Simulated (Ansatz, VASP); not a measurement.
## MnS in VASP and in Ansatz

```
Mn S
1.0
     0.00000    2.56930    2.56930
     2.56930    0.00000    2.56930
     2.56930    2.56930    0.00000
Mn S
1 1
Cartesian
  0.0000 0.0000 0.0000
  2.5693 2.5693 2.5693
```

Alike in both runs: task single point; functional PBE; dispersion D3(BJ); k mesh 9 × 9 × 9; occupations fermi-dirac, width 0.05 eV; collinear spin.

```csv
,VASP,Ansatz
version,VASP 6.6.1,Ansatz 0.2.0
potentials or method,"VASP PAW PBE potentials, release 64 (Mn_pv, S)",Ansatz PAW
plane-wave cutoff (eV),520,420
valence electrons in the cell,19,21
```

|  | VASP | Ansatz | Ansatz less VASP |
| --- | --- | --- | --- |
| gap on the k mesh at the Fermi level (eV) | none | none | - |
| pressure (GPa) | -4.8 | -4.8 | -0.02 |
| net moment per atom (μB) | 2.31 | 2.31 | -0.001 |
| size of the moment on the site where the two differ most (μB) | 4.18 | 4.12 | -0.067 |

Site moments also hang on the region over which each program counts them. A gap of «none» marks a metal or a gap that the smearing closes. VASP's potentials hold 19 valence electrons a cell and Ansatz's 21, so a difference there can come from the potentials and not from the codes.
